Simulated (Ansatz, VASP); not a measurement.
# LiF in VASP and in Ansatz

```xyz
2
Lattice="0.0000 1.9636 2.0140 1.9636 0.0000 2.0140 1.9636 1.9636 0.0000" Properties=species:S:1:pos:R:3 pbc="T T T"
Li    0.0000    0.0000    0.0000
F     1.9636    1.9636    2.0140
```

Change from the starting cell: strain -0.025 along x and y, +0.000 along z, atoms carried along.

Alike in both runs: task single point; functional LDA; k mesh 10 × 10 × 10; occupations gaussian, width 0.05 eV; no spin polarisation.

```csv
,VASP,Ansatz
version,VASP 6.6.1,Ansatz 0.2.0
potentials or method,"VASP PAW LDA potentials, release 64 (Li_sv, F), cutoff 520 eV","scalar-relativistic, plane waves, PAW"
valence electrons in the cell,10,10
```

Ansatz gave:

```
gap on the k mesh at the Fermi level (eV) : 9.27
least direct gap on the mesh (eV)         : 9.27
```

Task: What did VASP give for the same quantities?

Result: gap on the k mesh at the Fermi level (eV): 9.26; least direct gap on the mesh (eV): 9.26.

LDA's correlation is that of Perdew and Zunger in VASP and of Perdew and Wang (1992) in Ansatz.

Noted on VASP's run: the cutoff is short for stress, so the pressure is rough.
